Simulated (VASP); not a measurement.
Write the native input for VASP 6.6.1 that does the following.

```yaml
Task: electric field gradients
Functional: LDA
Potentials_or_basis: VASP PAW LDA potentials, release 64 (Zn, Se)
Cutoff: 520 eV
k_mesh: 8 × 8 × 8
Occupations: fermi-dirac, width 0.03 eV
Spin: no spin polarisation
Dipole_correction: no
Further_INCAR_settings: ALGO = Normal; EDIFF = 1e-08; NBANDS = 16
```

The structure of ZnSe lies in POSCAR:

```
ZnSe
1.0
    0.0000000000      2.8338000000      2.8054620000
    2.8338000000      0.0000000000      2.8054620000
    2.8338000000      2.8338000000      0.0000000000
Zn Se
1 1
Direct
    0.0000000000      0.0000000000      0.0000000000
    0.7500000000      0.7500000000      0.7500000000
```

This cell differs from its parent crystal: zz strain of -1 %.

One way to write it, as run:

INCAR

```
PREC     = Accurate       # precision mode
ENCUT    = 520            # plane-wave cutoff, eV
EDIFF    = 1E-8           # SCF threshold, eV
ISMEAR   = -1             # smearing method
SIGMA    = 0.03           # smearing width, eV
LREAL    = F              # projectors in reciprocal space
LASPH    = T              # aspherical terms in the spheres
NELM     = 100            # most SCF steps
ALGO     = Normal         # electronic algorithm
ISIF     = 2              # what is computed and relaxed
LWAVE    = F              # write WAVECAR
LCHARG   = F              # write CHGCAR
LEFG     = T            
NBANDS   = 16             # bands
```

KPOINTS

```
Automatic mesh
0
Gamma
  8 8 8
```

Potentials or basis: VASP PAW LDA potentials, release 64 (Zn, Se).

Command:

```bash
$ cat potpaw_LDA.64/Zn/POTCAR potpaw_LDA.64/Se/POTCAR > POTCAR
$ mpirun -np 1 vasp_std > vasp.out
```

It gave:

The pressure is -2.5 GPa and the band gap on the k mesh is 1.08 eV, direct.

Caveat: the cell differs from its parent crystal (zz strain of -1 %); without QUAD_EFG the Cq values of the log hold for a quadrupole moment of 1 mb, not for the nuclei.

Run time: 38 s on 1 thread of AMD EPYC 7R43 64-Core Processor (Zen 3), on a shared host, peak memory 0.13 GiB.
